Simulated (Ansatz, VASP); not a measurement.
**Sn: VASP beside Ansatz**

The input POSCAR:

```
Sn
1.0
   -1.8912857998      1.8912857998      1.8912857998
    1.8912857998     -1.8912857998      1.8912857998
    1.8912857998      1.8912857998     -1.8912857998
Sn
1
Direct
    0.0000000000      0.0000000000      0.0000000000
```

The input INCAR.step1:

```
SYSTEM = Sn
ALGO = Normal
EDIFF = 1E-4
ENCUT = 520
GGA = PE
ISMEAR = 0
LASPH = .True.
LCHARG = .False.
LREAL = .False.
LWAVE = .True.
NBANDS = 13
NELM = 100
PREC = Accurate
SIGMA = 0.15
```

INCAR.step2

```
SYSTEM = Sn
ALGO = Normal
EDIFF = 1E-6
ENCUT = 520
ISIF = 2
ISMEAR = 0
ISTART = 1
LASPH = .True.
LCHARG = .False.
LMIXTAU = .True.
LREAL = .False.
LWAVE = .False.
METAGGA = R2SCAN
NBANDS = 13
NELM = 100
PREC = Accurate
SIGMA = 0.15
```

KPOINTS

```
k-points
0
Gamma
  22 22 22
  0 0 0
```

Input for Ansatz:

```yaml
crystal:
  lattice:
    - [-1.8912857983, 1.8912857983, 1.8912857983]
    - [1.8912857983, -1.8912857983, 1.8912857983]
    - [1.8912857983, 1.8912857983, -1.8912857983]
  atoms:
    - { symbol: Sn, position: [0.0, 0.0, 0.0] }
basis:
  ecutwfc: 500
kpoints:
  mp_grid: { grid: [22, 22, 22] }
hamiltonian:
  xc: r2scan
scf:
  occupations: { method: gaussian, width: 0.15 }
output:
  forces: true
  stress: true
  eigenvalues: true
  write_density: true
  write_potential: true
  elf: true
  volumetric_format: npy
```

Alike in both runs: task single point; functional r2SCAN; k mesh 22 × 22 × 22; occupations gaussian, width 0.15 eV; no spin polarisation.

|  | VASP | Ansatz |
| --- | --- | --- |
| version | VASP 6.6.1 | Ansatz 0.2.0 |
| potentials or method | VASP PAW PBE potentials, release 64 (Sn_d), cutoff 520 eV | scalar-relativistic, plane waves, PAW |
| valence electrons in the cell | 14 | 14 |

|  | VASP | Ansatz | Ansatz less VASP |
| --- | --- | --- | --- |
| gap on the k mesh at the Fermi level (eV) | none | none | - |
| pressure (GPa) | -0.3 | -0.3 | -0.01 |

VASP's potentials were made for PBE, not for r2SCAN. A gap of «none» marks a metal or a gap that the smearing closes. With one functional, cell and mesh, what is left measures potentials, basis and numerics.
